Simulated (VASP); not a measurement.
Input of a VASP 6.6.1 run:

The input INCAR:

```
SYSTEM = Tl
  PREC = Accurate
  ENCUT = 600
  EDIFF = 1E-7
  ISMEAR = 0
  SIGMA = 0.1
  LREAL = .False.
  LASPH = .True.
  NELM = 100
  ALGO = Normal
  ISIF = 3
  LWAVE = .False.
  LCHARG = .False.
  GGA = PS
  IBRION = 2
  NSW = 80
  EDIFFG = -0.05
```

File KPOINTS:

```
regular mesh
0
Gamma
  8 8 8
  0 0 0
```

Contents of POSCAR:

```
Tl
1.0
   -1.6125573276      1.6125573276      1.6125573276
    1.6125573276     -1.6125573276      1.6125573276
    1.6125573276      1.6125573276     -1.6125573276
Tl
1
Direct
    0.0000000000      0.0000000000      0.0000000000
```

Potentials or basis: VASP PAW PBE potentials, release 64 (Tl_d).

Run with:

```console
$ cat potpaw_PBE.64/Tl_d/POTCAR > POTCAR
$ mpirun -np 1 vasp_std > vasp.out
```

Q: What does it give for the space group after relaxing (to 0.05 Å)?

A: Im-3m (No. 229).

Q: Estimate the relaxed volume.

A: 28.79 Å³/atom.

Q: What does it give for the relaxed cell?

A: a = 3.344 Å, b = 3.344 Å, c = 3.344 Å, α = 109.47°, β = 109.47°, γ = 109.47°.

Final structure:
```cif
data_structure
_symmetry_space_group_name_H-M 'P 1'
_symmetry_Int_Tables_number 1
_cell_length_a 3.3443
_cell_length_b 3.3443
_cell_length_c 3.3443
_cell_angle_alpha 109.471
_cell_angle_beta 109.471
_cell_angle_gamma 109.471
_cell_volume 28.79
loop_
_atom_site_label
_atom_site_type_symbol
_atom_site_fract_x
_atom_site_fract_y
_atom_site_fract_z
_atom_site_occupancy
Tl1 Tl 0.00000 0.00000 0.00000 1
```

Caveat: the volume moved by over 15 % at a fixed basis, so the end points are rough; the PAW data sets were made with another functional, which shifts forces and pressure a little.
